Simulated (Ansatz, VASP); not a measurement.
**One calculation of WSe2, two programs**

```
CELL_PARAMETERS angstrom
1.65107 0.95325 6.57965
-1.65107 0.95325 6.57965
0.00000 -1.90650 6.57965
ATOMIC_POSITIONS crystal
W 0.99998 0.99998 0.99998
Se 0.41765 0.41765 0.41765
Se 0.24903 0.24903 0.24903
```

Alike in both runs: task single point; functional r2SCAN; dispersion D4; k mesh 6 × 6 × 6; no spin polarisation.

```csv
,VASP,Ansatz
version,VASP 6.6.1,Ansatz 0.2.0
potentials or method,"VASP PAW PBE potentials, release 64 (W_sv, Se)",plane waves
plane-wave cutoff (eV),550,500
occupations,"gaussian, width 0.01 eV",fixed
valence electrons in the cell,26,46
```

```tsv
	VASP	Ansatz	Ansatz less VASP
gap on the k mesh at the Fermi level (eV)	1.20	1.21	+0.004
pressure (GPa)	0.5	0.1	-0.33
traceless stress, the component that is largest in VASP (GPa)	-0.03	-0.07	-0.038
rms of the force components (eV/Å)	0.010	0.012	+0.0017
```

VASP's potentials were made for PBE, not for r2SCAN. Atom by atom the forces differ by 0.021 eV/Å (rms over components). VASP's potentials hold 26 valence electrons a cell and Ansatz's 46, so a difference there can come from the potentials and not from the codes.

Neither program's run includes spin-orbit coupling.
